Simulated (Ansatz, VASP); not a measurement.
Given: the input of a run of VASP 6.6.1 on ZnS.

Contents of INCAR:

```
SYSTEM = ZnS
  ALGO = Normal
  EDIFF = 1E-6
  ENCUT = 520
  GGA = PS
  ISIF = 2
  ISMEAR = 0
  LASPH = .TRUE.
  LCHARG = .TRUE.
  LELF = .TRUE.
  LREAL = .FALSE.
  LVHAR = .TRUE.
  LWAVE = .FALSE.
  NBANDS = 16
  NELM = 100
  PREC = Accurate
  SIGMA = 0.1
```

KPOINTS

```
k-points
0
G
  9 9 9
  0 0 0
```

POSCAR

```
ZnS
1.0
    0.0000000000      2.7020000000      2.7020000000
    2.7020000000      0.0000000000      2.7020000000
    2.7020000000      2.7020000000      0.0000000000
Zn S
1 1
Direct
    0.7500000000      0.7500000000      0.7500000000
    0.0000000000      0.0000000000      0.0000000000
```

Potentials or basis: VASP PAW PBE potentials, release 64 (Zn, S).

The run is started by

```console
$ cat potpaw_PBE.64/Zn/POTCAR potpaw_PBE.64/S/POTCAR > POTCAR
$ mpirun -np 1 vasp_std > vasp.out
```

Translate it to Ansatz 0.2.0. Potentials there: all-electron LAPW, scalar-relativistic.

As run (the cutoff follows the program's own potentials):

File input.yaml:

```yaml
crystal:
  lattice:
    - [0.0, 2.702, 2.702]
    - [2.702, 0.0, 2.702]
    - [2.702, 2.702, 0.0]
  atoms:
    - { symbol: Zn, position: [0.75, 0.75, 0.75] }
    - { symbol: S, position: [0.0, 0.0, 0.0] }
kpoints:
  mp_grid: { grid: [9, 9, 9] }
scf:
  occupations: { method: gaussian, width: 0.1 }
hamiltonian:
  xc: pbesol
  pseudopotentials: { kind: all_electron, lapw: { basis_error: 0.001 } }
output:
  forces: true
  stress: true
  eigenvalues: true
```

Potentials or basis: all-electron LAPW, scalar-relativistic.

The run is started by

```sh
$ ansatz run input.yaml --threads 1 --pin off --max-ram 3072MiB --backend cpu --events-out ev --progress --plain --runs-dir out
```

Both were run:

|  | VASP | Ansatz | Ansatz less VASP |
| --- | --- | --- | --- |
| gap on the k mesh at the Fermi level (eV) | 1.98 | 1.98 | -0.002 |
| least direct gap on the mesh (eV) | 1.98 | 1.98 | -0.002 |
| pressure (GPa) | -1.8 | -2.0 | -0.18 |

VASP's potentials were made for PBE, not for PBEsol. Ansatz ran all-electron here, and VASP with PAW potentials.
